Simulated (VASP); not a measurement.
Set up this calculation in VASP 6.6.1, as the native input.

- Task: single point
- Functional: PBE
- Potentials or basis: VASP PAW PBE potentials, release 64 (Te, Sb, In_d)
- Cutoff: 520 eV
- k mesh: 7 × 7 × 7
- Occupations: fermi-dirac, width 0.05 eV
- Spin: no spin polarisation
- Dipole correction: no
- Further INCAR settings: ALGO = Normal; EDIFF = 1e-06; NBANDS = 37

The structure of In3SbTe2 lies in POSCAR:

```
In3SbTe2
1.0
   -2.2368750000      3.1260210000      6.5127920000
    2.2368750000     -3.1260210000      6.5127920000
    2.2368750000      3.1260210000     -6.5127920000
Te Sb In
2 1 3
Direct
    0.8287300000      0.3287300000      0.5000000000
    0.1712700000      0.6712700000      0.5000000000
    0.5000000000      0.0000000000      0.5000000000
    0.3390380000      0.3390380000      0.0000000000
    0.6609620000      0.6609620000      0.0000000000
    0.0000000000      0.0000000000      0.0000000000
```

These files were run (other wordings do the same):

INCAR

```
  ALGO = Normal
  EDIFF = 1E-6
  ENCUT = 520
  GGA = PE
  ISIF = 2
  ISMEAR = -1
  LASPH = True
  LCHARG = True
  LELF = True
  LREAL = False
  LVHAR = True
  LWAVE = False
  NBANDS = 37
  NELM = 60
  PREC = Accurate
  SIGMA = 0.05
```

KPOINTS

```
k-points
0
Gamma
  7 7 7
```

Potentials or basis: VASP PAW PBE potentials, release 64 (Te, Sb, In_d).

Launch:

```bash
$ cat potpaw_PBE.64/Te/POTCAR potpaw_PBE.64/Sb/POTCAR potpaw_PBE.64/In_d/POTCAR > POTCAR
$ mpirun -np 1 vasp_std > vasp.out
```

Results of the run:

| Item | Value |
| --- | --- |
| Pressure | -0.3 GPa |
| Largest force | 0.104 eV/Å |
| Band gap on the k mesh | zero (bands 28 and 29 overlap by 1.88 eV) |

Caveat: spin-orbit coupling is left out, which moves the levels of the heavy elements.

Wall time 15 min on 1 thread of Intel Xeon 8259CL (shared host), peak memory 0.7 GiB.
